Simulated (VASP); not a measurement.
# KMgF3 in VASP: further runs

The runs below take KMgF3 through single point, with PBEsol.

Everything below comes from runs of VASP 6.6.1. Logs are shortened: lines on timing, memory, paths and dates and some standing lists are left out, and cuts for length are marked.

### Step 1. The cell of the first run

The structure is cubic, space group Pm-3m (No. 221). Conventional cell: a = 3.667 Å, b = 3.667 Å, c = 3.667 Å, α = 90.00°, β = 90.00°, γ = 90.00°. K (site symmetry m-3m) has 12 F at 2.59 Å and 8 Mg at 3.18 Å within 3.4 Å. Within 2.4 Å of Mg (site symmetry m-3m) lie 6 F at 1.83 Å. Within 2.4 Å of F (site symmetry 4/mmm) lie 2 Mg at 1.83 Å.

### Step 2. Single point, PBEsol (strain -0.080 along x and y, -0.080 along z)

File INCAR:

```
PREC = Accurate
ENCUT = 520
EDIFF = 1E-6
ISMEAR = 0
SIGMA = 0.05
LREAL = F
LASPH = T
NELM = 60
ALGO = Normal
ISIF = 2
LWAVE = F
LCHARG = T
GGA = PS
LELF = T
LVHAR = T
NBANDS = 24
```

File KPOINTS:

```
Automatic mesh
0
Gamma
  6 6 6
```

File POSCAR:

```
KMgF3
1.0
    3.6670280000      0.0000000000      0.0000000000
    0.0000000000      3.6670280000      0.0000000000
    0.0000000000      0.0000000000      3.6670280000
K Mg F
1 1 3
Direct
    0.5000000000      0.5000000000      0.5000000000
    0.0000000000      0.0000000000      0.0000000000
    0.5000000000      0.0000000000      0.0000000000
    0.0000000000      0.5000000000      0.0000000000
    0.0000000000      0.0000000000      0.5000000000
```

Potentials or basis: VASP PAW PBE potentials, release 64 (K_sv, Mg, F).

On the command line:

```
> cat potpaw_PBE.64/K_sv/POTCAR potpaw_PBE.64/Mg/POTCAR potpaw_PBE.64/F/POTCAR > POTCAR
> mpirun -np 1 vasp_std > vasp.out
```

OUTCAR:

```text
PREC = Accurate
   ENCUT = 520
   EDIFF = 1E-6
   ISMEAR = 0
   LREAL = F
   LASPH = T
   NELM = 60
   ISIF = 2
   GGA = PS

 ion  position               nearest neighbor table
   1  0.500  0.500  0.500-   3 2.59   4 2.59   5 2.59   3 2.59   4 2.59   3 2.59   5 2.59   3 2.59
                             4 2.59   5 2.59   4 2.59   5 2.59   2 3.18   2 3.18   2 3.18   2 3.18
   2  0.000  0.000  0.000-   3 1.83   4 1.83   5 1.83   5 1.83   4 1.83   3 1.83   1 3.18   1 3.18
                             1 3.18   1 3.18   1 3.18   1 3.18   1 3.18   1 3.18
   3  0.500  0.000  0.000-   2 1.83   2 1.83   1 2.59   1 2.59   1 2.59   1 2.59
   4  0.000  0.500  0.000-   2 1.83   2 1.83   1 2.59   1 2.59   1 2.59   1 2.59
   5  0.000  0.000  0.500-   2 1.83   2 1.83   1 2.59   1 2.59   1 2.59   1 2.59

  LATTYP: Found a simple cubic cell.
 ALAT       =     3.6670280000

  Lattice vectors:

 A1 = (   3.6670280000,   0.0000000000,   0.0000000000)
 A2 = (   0.0000000000,   3.6670280000,   0.0000000000)
 A3 = (   0.0000000000,   0.0000000000,   3.6670280000)

Analysis of symmetry for initial positions (statically):
=====================================================================
 Subroutine PRICEL returns:
 Original cell was already a primitive cell.

 Routine SETGRP: Setting up the symmetry group for a
 simple cubic supercell.

 Subroutine GETGRP returns: Found 48 space group operations
 (whereof 48 operations were pure point group operations)
 out of a pool of 48 trial point group operations.

The static configuration has the point symmetry O_h .

Analysis of symmetry for dynamics (positions and initial velocities):
=====================================================================
 Subroutine PRICEL returns:
 Original cell was already a primitive cell.

 Routine SETGRP: Setting up the symmetry group for a
 simple cubic supercell.

 Subroutine GETGRP returns: Found 48 space group operations
 (whereof 48 operations were pure point group operations)
 out of a pool of 48 trial point group operations.

The dynamic configuration has the point symmetry O_h .

 Subroutine INISYM returns: Found 48 space group operations
 (whereof 48 operations are pure point group operations),
 and found     1 'primitive' translations

----------------------------------------------------------------------------------------

                                     Primitive cell

  volume of cell :      49.3109

  direct lattice vectors                    reciprocal lattice vectors
     3.667028000  0.000000000  0.000000000     0.272700399  0.000000000  0.000000000
     0.000000000  3.667028000  0.000000000     0.000000000  0.272700399  0.000000000
     0.000000000  0.000000000  3.667028000     0.000000000  0.000000000  0.272700399

  length of vectors
     3.667028000  3.667028000  3.667028000     0.272700399  0.272700399  0.272700399

  position of ions in fractional coordinates (direct lattice)
     0.500000000  0.500000000  0.500000000
     0.000000000  0.000000000  0.000000000
     0.500000000  0.000000000  0.000000000
     0.000000000  0.500000000  0.000000000
     0.000000000  0.000000000  0.500000000

  ion indices of the primitive-cell ions
   primitive index   ion index
                 1           1
                 2           2
                 3           3
                 4           4
                 5           5

----------------------------------------------------------------------------------------

 KPOINTS: Automatic mesh

Automatic generation of k-mesh.
 Grid dimensions read from file:
 generate k-points for:    6    6    6

 Generating k-lattice:

  Cartesian coordinates                     Fractional coordinates (reciprocal lattice)
     0.045450067  0.000000000  0.000000000     0.166666667  0.000000000  0.000000000
     0.000000000  0.045450067  0.000000000     0.000000000  0.166666667  0.000000000
     0.000000000  0.000000000  0.045450067     0.000000000  0.000000000  0.166666667

  Length of vectors
     0.045450067  0.045450067  0.045450067

  Shift w.r.t. Gamma in fractional coordinates (k-lattice)
     0.000000000  0.000000000  0.000000000

 Subroutine IBZKPT returns following result:
 ===========================================

 Found     20 irreducible k-points:

 Following reciprocal coordinates:
            Coordinates               Weight
  0.000000  0.000000  0.000000      1.000000
  0.166667  0.000000  0.000000      6.000000
  0.333333  0.000000  0.000000      6.000000
  0.500000  0.000000  0.000000      3.000000
  0.166667  0.166667  0.000000     12.000000
  0.333333  0.166667  0.000000     24.000000
[... 12 lines left out ...]
  0.500000  0.500000  0.333333      6.000000
  0.500000  0.500000  0.500000      1.000000
   k-points           NKPTS =     20   k-points in BZ     NKDIM =     20   number of bands    NBANDS=     24
   number of dos      NEDOS =    301   number of ions     NIONS =      5
   total plane-waves  NPLWV =  21952
   dimension x,y,z NGX =    28 NGY =   28 NGZ =   28
   dimension x,y,z NGXF=    56 NGYF=   56 NGZF=   56
   ions per type =               1   1   3
   NGX,Y,Z   is equivalent  to a cutoff of  12.69, 12.69, 12.69 a.u.
   NGXF,Y,Z  is equivalent  to a cutoff of  25.39, 25.39, 25.39 a.u.
 SYSTEM =  unknown system
   PREC   = accura    normal or accurate (medium, high low for compatibility)
   ISTART =      0    job   : 0-new  1-cont  2-samecut
   ICHARG =      2    charge: 1-file 2-atom 10-const
   ISPIN  =      1    spin polarized calculation?
   LNONCOLLINEAR =      F non collinear calculations
   LSORBIT =      F    spin-orbit coupling
   LASPH  =      T    aspherical Exc in radial PAW
   ENCUT  =  520.0 eV  38.22 Ry    6.18 a.u.   6.82  6.82  6.82*2*pi/ulx,y,z
   NELM   =     60;   NELMIN=  2; NELMDL= -5     # of ELM steps
   EDIFF  = 0.1E-05   stopping-criterion for ELM
   LREAL  =      F    real-space projection
   EDIFFG = 0.1E-04   stopping-criterion for IOM
   NSW    =      0    number of steps for IOM
   IBRION =     -1    ionic relax: 0-MD 1-quasi-New 2-CG
   NFREE  =      0    steps in history (QN), initial steepest desc. (CG)
   ISIF   =      2    stress and relaxation
   ISYM   =      2    0-nonsym 1-usesym 2-fastsym
   POTIM  = 0.5000    time-step for ionic-motion
   TEBEG  =    0.0;   TEEND  =   0.0 temperature during run
   PSTRESS=    0.0 pullay stress
   NELECT =      32.0000    total number of electrons
   NUPDOWN=      -1.0000    fix difference up-down
   EMIN   =  10.00;   EMAX   =-10.00  energy-range for DOS
   EFERMI =   0.00;   METHOD = LEGACY
   ISMEAR =     0;   SIGMA  =   0.05  broadening in eV -4-tet -1-fermi 0-gaus
   EFERMI_NEDOS =   21; number of points for ismear=-14 and -15
   IALGO  =     38    algorithm
   IMIX   =      4    mixing-type and parameters
     AMIX     =   0.40;   BMIX     =  1.00
     AMIX_MAG =   1.60;   BMIX_MAG =  1.00
  volume/ion in A,a.u.               =       9.86        66.55
  Fermi-wavevector in a.u.,A,eV,Ry     =   1.417351  2.678404 27.332505  2.008882
  Thomas-Fermi vector in A             =   2.538590
   LORBIT       =      0    0 simple, 1 ext, 2 COOP (PROOUT), +10 PAW based schemes
   GGA     = PS    functional components
   LHFCALC =     F    Hartree Fock is set to
   AEXX    =    0.0000 exact exchange contribution
   IVDW    =     0    specifies the selected vdW correction
   LEPSILON=     F    determine dielectric tensor
   LRPA    =     F    only Hartree local field effects (RPA)
 non-spin polarized calculation
 Gauss-broadening in eV      SIGMA  =   0.05
  energy-cutoff  :      520.00
  volume of cell :       49.31
 maximum number of plane-waves:      1357
 NGX is ok and might be reduce to    28
   NGX = 13   NGY = 13   NGZ = 13

 number of electron      31.9999974 magnetization

 Free energy of the ion-electron system (eV)
  ---------------------------------------------------
  ext. energy  EPLUGINS =         0.00000000
  ---------------------------------------------------
  free energy    TOTEN  =       -24.09444337 eV

  energy without entropy =      -24.09444337  energy(sigma->0) =      -24.09444337

 E-fermi :   0.0781     XC(G=0): -11.3001

 val. band max:       -0.2194390664   @ k =   0.5000   0.5000   0.5000
 cond. band min:       9.0665599831   @ k =   0.0000   0.0000   0.0000
 fundamental gap:      9.2859990495
 Fermi energy:         0.0781180218

 k-point     1 :       0.0000    0.0000    0.0000
  band No.  band energies     occupation
      1     -25.3721      2.00000
      2     -20.9495      2.00000
      3     -19.9473      2.00000
      4     -19.9473      2.00000
      5      -8.9678      2.00000
      6      -8.9678      2.00000
[... 16 lines left out ...]
     23      16.8969      0.00000
     24      19.8493      0.00000

 k-point     2 :       0.1667    0.0000    0.0000
  band No.  band energies     occupation
      1     -25.3392      2.00000
      2     -20.9288      2.00000
      3     -20.0111      2.00000
      4     -19.9415      2.00000
      5      -8.9247      2.00000
      6      -8.9247      2.00000
[... 16 lines left out ...]
     23      16.8976      0.00000
     24      19.4987      0.00000

 k-point     3 :       0.3333    0.0000    0.0000
  band No.  band energies     occupation
      1     -25.2714      2.00000
      2     -20.8892      2.00000
      3     -20.1395      2.00000
      4     -19.9306      2.00000
      5      -8.8348      2.00000
      6      -8.8348      2.00000
[... 16 lines left out ...]
     23      16.4975      0.00000
     24      18.7496      0.00000
[... 406 lines left out ...]
 k-point    19 :       0.5000    0.5000    0.3333
  band No.  band energies     occupation
      1     -25.1219      2.00000
      2     -20.2756      2.00000
      3     -20.2581      2.00000
      4     -20.2581      2.00000
      5      -9.3414      2.00000
      6      -9.3414      2.00000
[... 16 lines left out ...]
     23      17.0191      0.00000
     24      17.0191      0.00000

 k-point    20 :       0.5000    0.5000    0.5000
  band No.  band energies     occupation
      1     -25.1107      2.00000
      2     -20.2432      2.00000
      3     -20.2432      2.00000
      4     -20.2432      2.00000
      5      -9.4341      2.00000
      6      -9.4341      2.00000
[... 16 lines left out ...]
     23      17.4915      0.00000
     24      17.4915      0.00000

------------------------ aborting loop because EDIFF is reached ----------------------------------------

  FORCE on cell =-STRESS in cart. coord.  units (eV):
  Direction    XX          YY          ZZ          XY          YZ          ZX
  --------------------------------------------------------------------------------------
  -------------------------------------------------------------------------------------
  Total       10.1288880     10.1288880     10.1288880     -0.0000000     -0.0000000      0.0000000
  in kB      329.1013555    329.1013555    329.1013555     -0.0000000     -0.0000000      0.0000000
  external PRESSURE =     329.1013555 kB  Pullay stress =       0.0000000 kB

 VOLUME and BASIS-vectors are now :
 -----------------------------------------------------------------------------
  energy-cutoff  :      520.00
  volume of cell :       49.31
      direct lattice vectors                 reciprocal lattice vectors
     3.667028000  0.000000000  0.000000000     0.272700399  0.000000000  0.000000000
     0.000000000  3.667028000  0.000000000     0.000000000  0.272700399  0.000000000
     0.000000000  0.000000000  3.667028000     0.000000000  0.000000000  0.272700399

 POSITION                                       TOTAL-FORCE (eV/Angst)
 -----------------------------------------------------------------------------------
      1.83351      1.83351      1.83351         0.000000      0.000000      0.000000
      0.00000      0.00000      0.00000         0.000000      0.000000      0.000000
      1.83351      0.00000      0.00000         0.000000      0.000000      0.000000
      0.00000      1.83351      0.00000         0.000000      0.000000      0.000000
      0.00000      0.00000      1.83351         0.000000      0.000000      0.000000
 -----------------------------------------------------------------------------------
    total drift:                                0.000000      0.000000     -0.000000

  FREE ENERGIE OF THE ION-ELECTRON SYSTEM (eV)
  ---------------------------------------------------
  free  energy   TOTEN  =       -24.0944433652 eV

  energy  without entropy=      -24.0944433652  energy(sigma->0) =      -24.09444337
```

Wall time 11 s (1 thread of AMD EPYC 9R45 (Zen 5), shared host); peak memory 0.14 GiB.

Results:

```yaml
Free_energy: -24.0944 eV
Pressure: 32.9 GPa
Band_gap_on_the_k_mesh: 9.29 eV, indirect (least direct gap 9.57 eV)
```

Levels at points of the mesh, in eV from the valence-band top:
```
           k point  band 13  band 14  band 15  band 16  band 17  band 18  band 19  band 20
(0.00, 0.00, 0.00)    -0.93    -0.28    -0.28    -0.28     9.29    10.15    10.15    12.66
(0.50, 0.00, 0.00)    -1.18    -1.18    -0.70    -0.70    11.55    11.63    13.11    13.49
(0.50, 0.50, 0.00)    -1.39    -1.08    -1.08    -0.04    12.20    12.73    13.89    13.89
(0.50, 0.50, 0.50)    -1.38     0.00     0.00     0.00    11.28    11.28    11.28    15.19
```

Caveat: the cell differs from its parent crystal (strain -0.080 along x and y, -0.080 along z); the PAW data sets were made with another functional, which shifts forces and pressure a little. A k mesh can miss the band edges.

### Step 3. Single point, PBEsol (strain +0.080 along x and y, +0.080 along z)

File INCAR:

```
SYSTEM = KMgF3
PREC = Accurate
ENCUT = 520
EDIFF = 1E-7
ISMEAR = 0
SIGMA = 0.05
LREAL = .False.
LASPH = .True.
NELM = 100
ALGO = Normal
ISIF = 2
LWAVE = .False.
LCHARG = .False.
GGA = PS
NBANDS = 24
```

File KPOINTS:

```
Automatic mesh
0
Gamma
  6 6 6
  0 0 0
```

POSCAR, as its differences from that of step 2:

```diff
@@ -2,5 +2,5 @@
 1.0
-    3.6670280000      0.0000000000      0.0000000000
-    0.0000000000      3.6670280000      0.0000000000
-    0.0000000000      0.0000000000      3.6670280000
+    4.3047720000      0.0000000000      0.0000000000
+    0.0000000000      4.3047720000      0.0000000000
+    0.0000000000      0.0000000000      4.3047720000
 K Mg F
```

Potentials or basis: VASP PAW PBE potentials, release 64 (K_sv, Mg, F).

On the command line:

```
> cat potpaw_PBE.64/K_sv/POTCAR potpaw_PBE.64/Mg/POTCAR potpaw_PBE.64/F/POTCAR > POTCAR
> mpirun -np 1 vasp_std > vasp.out
```

Run time: 14 s. Hardware: 1 thread of AMD EPYC 9R45 (Zen 5), shared host; peak memory 0.16 GiB.

Results (log left out):

```
Free energy            : -24.6407 eV
Pressure               : -10.3 GPa
Band gap on the k mesh : 5.64 eV, indirect (least direct gap 5.94 eV)
```

Levels at points of the mesh, in eV from the valence-band top:
```
           k point  band 13  band 14  band 15  band 16  band 17  band 18  band 19  band 20
(0.00, 0.00, 0.00)    -0.44    -0.31    -0.31    -0.31     5.64     9.61     9.61    11.45
(0.50, 0.00, 0.00)    -0.64    -0.59    -0.41    -0.41     8.18     8.60    10.42    11.65
(0.50, 0.50, 0.00)    -0.72    -0.71    -0.71    -0.01     9.33    10.38    10.50    10.50
(0.50, 0.50, 0.50)    -0.95     0.00     0.00     0.00     9.41     9.41     9.41    12.01
```

Caveat: the cell differs from its parent crystal (strain +0.080 along x and y, +0.080 along z); the PAW data sets were made with another functional, which shifts forces and pressure a little.

(Part 1 of 2 ends here.)
